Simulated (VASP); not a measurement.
# C in VASP: notebook, part 2 of 2

VASP 6.6.1. The steps go on from the part before.

### 3 Single point, PBE

This run uses another cell than the first one.

The input, INCAR:

```
PREC     = Accurate       # precision mode
ENCUT    = 520            # plane-wave cutoff, eV
EDIFF    = 1E-6           # SCF threshold, eV
ISMEAR   = 0              # smearing method
SIGMA    = 0.1            # smearing width, eV
LREAL    = False          # projectors in reciprocal space
LASPH    = True           # aspherical terms in the spheres
NELM     = 80             # most SCF steps
ALGO     = Normal         # electronic algorithm
ISIF     = 2              # what is computed and relaxed
LWAVE    = False          # write WAVECAR
LCHARG   = False          # write CHGCAR
GGA      = PE             # functional
NBANDS   = 11             # bands
```

The input, KPOINTS:

```
regular mesh
0
Gamma
  27 27 8
```

The input, POSCAR:

```
C
1.0
    2.4663154919      0.0000000000      0.0000000000
   -1.2331577459      2.1358918697      0.0000000000
    0.0000000000      0.0000000000      8.5216018615
C
2
Direct
    0.3333333333      0.6666666667      0.0000000000
    0.6666666667      0.3333333333      0.0000000000
```

Potentials or basis: VASP PAW PBE potentials, release 64 (C).

Command:

```console
> cat potpaw_PBE.64/C/POTCAR > POTCAR
> mpirun -np 1 vasp_std > vasp.out
```

OUTCAR:

```text
PREC = Accurate
   ENCUT = 520
   EDIFF = 1E-6
   ISMEAR = 0
   LREAL = False
   LASPH = True
   NELM = 80
   ISIF = 2
   GGA = PE

 ion  position               nearest neighbor table
   1  0.333  0.667  0.000-   2 1.42   2 1.42   2 1.42
   2  0.667  0.333  0.000-   1 1.42   1 1.42   1 1.42

  LATTYP: Found a hexagonal cell.
 ALAT       =     2.4663154919
 C/A-ratio  =     3.4551953671

  Lattice vectors:

 A1 = (   2.4663154919,   0.0000000000,   0.0000000000)
 A2 = (  -1.2331577459,   2.1358918697,   0.0000000000)
 A3 = (   0.0000000000,   0.0000000000,   8.5216018615)

Analysis of symmetry for initial positions (statically):
=====================================================================
 Subroutine PRICEL returns:
 Original cell was already a primitive cell.

 Routine SETGRP: Setting up the symmetry group for a
 hexagonal supercell.

 Subroutine GETGRP returns: Found 24 space group operations
 (whereof 24 operations were pure point group operations)
 out of a pool of 24 trial point group operations.

The static configuration has the point symmetry D_6h.

Analysis of symmetry for dynamics (positions and initial velocities):
=====================================================================
 Subroutine PRICEL returns:
 Original cell was already a primitive cell.

 Routine SETGRP: Setting up the symmetry group for a
 hexagonal supercell.

 Subroutine GETGRP returns: Found 24 space group operations
 (whereof 24 operations were pure point group operations)
 out of a pool of 24 trial point group operations.

The dynamic configuration has the point symmetry D_6h.

 Subroutine INISYM returns: Found 24 space group operations
 (whereof 24 operations are pure point group operations),
 and found     1 'primitive' translations

----------------------------------------------------------------------------------------

                                     Primitive cell

  volume of cell :      44.8900
[... 115 lines left out ...]
   LHFCALC =     F    Hartree Fock is set to
   AEXX    =    0.0000 exact exchange contribution
   IVDW    =     0    specifies the selected vdW correction
   LEPSILON=     F    determine dielectric tensor
   LRPA    =     F    only Hartree local field effects (RPA)
 non-spin polarized calculation
 Gauss-broadening in eV      SIGMA  =   0.10
  energy-cutoff  :      520.00
  volume of cell :       44.89
 maximum number of plane-waves:      1233
   NGX =  9   NGY =  9   NGZ = 31

 number of electron       7.9999997 magnetization

 Free energy of the ion-electron system (eV)
  ---------------------------------------------------
  ext. energy  EPLUGINS =         0.00000000
  ---------------------------------------------------
  free energy    TOTEN  =       -18.45121866 eV

  energy without entropy =      -18.45090910  energy(sigma->0) =      -18.45106388

 E-fermi :  -0.7213     XC(G=0):  -4.9842

 val. band max:       -0.7213337822   @ k =   0.3333   0.3333   0.5000
 cond. band min:      -0.7213050716   @ k =   0.3333   0.3333   0.2500
 fundamental gap:      0.0000287107
 Fermi energy:        -0.7213072772

 k-point     1 :       0.0000    0.0000    0.0000
  band No.  band energies     occupation
      1     -20.2406      2.00000
      2      -8.3356      2.00000
      3      -3.7677      2.00000
      4      -3.7677      2.00000
      5       2.2666      0.00000
      6       4.5862      0.00000
      7       6.2809      0.00000
      8       7.5815      0.00000
      9       7.5815      0.00000
     10      10.6982      0.00000
     11      11.7610      0.00000
[... 309 lines left out ...]
 k-point    24 :       0.3704    0.0370    0.0000
  band No.  band energies     occupation
      1     -16.7303      2.00000
      2     -11.7624      2.00000
      3      -6.9641      2.00000
      4      -4.3638      2.00000
      5       2.7010      0.00000
      6       6.8967      0.00000
      7       7.1966      0.00000
      8       9.3059      0.00000
      9      11.0397      0.00000
     10      13.8106      0.00000
     11      14.8593      0.00000

 [... further k-points ...]

------------------------ aborting loop because EDIFF is reached ----------------------------------------

  FORCE on cell =-STRESS in cart. coord.  units (eV):
  Direction    XX          YY          ZZ          XY          YZ          ZX
  --------------------------------------------------------------------------------------
  -------------------------------------------------------------------------------------
  Total        0.0862390      0.0862390     -0.0099279      0.0000000      0.0000000      0.0000000
  in kB        3.0779739      3.0779739     -0.3543375      0.0000000      0.0000000      0.0000000
  external PRESSURE =       1.9338701 kB  Pullay stress =       0.0000000 kB

 VOLUME and BASIS-vectors are now :
 -----------------------------------------------------------------------------
  energy-cutoff  :      520.00
  volume of cell :       44.89
      direct lattice vectors                 reciprocal lattice vectors
     2.466315492  0.000000000  0.000000000     0.405463130  0.234094248  0.000000000
    -1.233157746  2.135891870  0.000000000     0.000000000  0.468188495  0.000000000
     0.000000000  0.000000000  8.521601862     0.000000000  0.000000000  0.117348829

 POSITION                                       TOTAL-FORCE (eV/Angst)
 -----------------------------------------------------------------------------------
     -0.00000      1.42393      0.00000         0.000000     -0.000000      0.000000
      1.23316      0.71196      0.00000        -0.000000      0.000000      0.000000
 -----------------------------------------------------------------------------------
    total drift:                                0.000000     -0.000000      0.000000

  FREE ENERGIE OF THE ION-ELECTRON SYSTEM (eV)
  ---------------------------------------------------
  free  energy   TOTEN  =       -18.4512186648 eV

  energy  without entropy=      -18.4509090958  energy(sigma->0) =      -18.45106388
```

OSZICAR:

```text
N       E                     dE             d eps       ncg     rms          rms(c)
DAV:   1     0.243138145411E+02    0.24314E+02   -0.36728E+03  8250   0.584E+02
DAV:   2    -0.177586550786E+02   -0.42072E+02   -0.39696E+02 11056   0.129E+02
DAV:   3    -0.197034807133E+02   -0.19448E+01   -0.19373E+01 10381   0.274E+01
DAV:   4    -0.197220911254E+02   -0.18610E-01   -0.18604E-01 11223   0.324E+00
DAV:   5    -0.197222342866E+02   -0.14316E-03   -0.14314E-03 10544   0.252E-01    0.631E+00
DAV:   6    -0.188127289288E+02    0.90951E+00   -0.72549E-01  9703   0.492E+00    0.370E+00
DAV:   7    -0.184589226007E+02    0.35381E+00   -0.97927E-01  9895   0.568E+00    0.980E-01
DAV:   8    -0.184509807041E+02    0.79419E-02   -0.24298E-02 10073   0.913E-01    0.156E-01
DAV:   9    -0.184502796633E+02    0.70104E-03   -0.49805E-04  9821   0.139E-01    0.108E-01
DAV:  10    -0.184497409018E+02    0.53876E-03   -0.40878E-03  8935   0.260E-01    0.718E-02
DAV:  11    -0.184507374078E+02   -0.99651E-03   -0.14547E-04  8984   0.686E-02    0.390E-02
DAV:  12    -0.184511504947E+02   -0.41309E-03   -0.62210E-05  8865   0.501E-02    0.148E-02
DAV:  13    -0.184512055958E+02   -0.55101E-04   -0.46827E-06  8550   0.141E-02    0.285E-03
DAV:  14    -0.184512185138E+02   -0.12918E-04   -0.74383E-07  9266   0.440E-03    0.113E-03
DAV:  15    -0.184512186648E+02   -0.15100E-06   -0.18653E-08  9541   0.835E-04
   1 F= -.18451219E+02 E0= -.18451064E+02  d E =-.309569E-03
```

stdout:

```text
POSCAR found type information on POSCAR C
 POSCAR found :  1 types and       2 ions
 scaLAPACK will be used
 LDA part: xc-table for (Slater+PW92), standard interpolation
 POSCAR, INCAR and KPOINTS ok, starting setup
 FFT: planning ... GRIDC
 FFT: planning ... GRID_SOFT
 FFT: planning ... GRID
 WAVECAR not read
 entering main loop
```

Wall time 2.2 min (1 thread of Intel Xeon 6975P-C (Granite Rapids), shared host); peak memory 0.25 GiB.

What came out:

* Free energy: -18.4512 eV
* Band gap on the k mesh: zero (filled and empty bands touch)

Caveat: there is no dipole correction, which matters where the two faces differ.
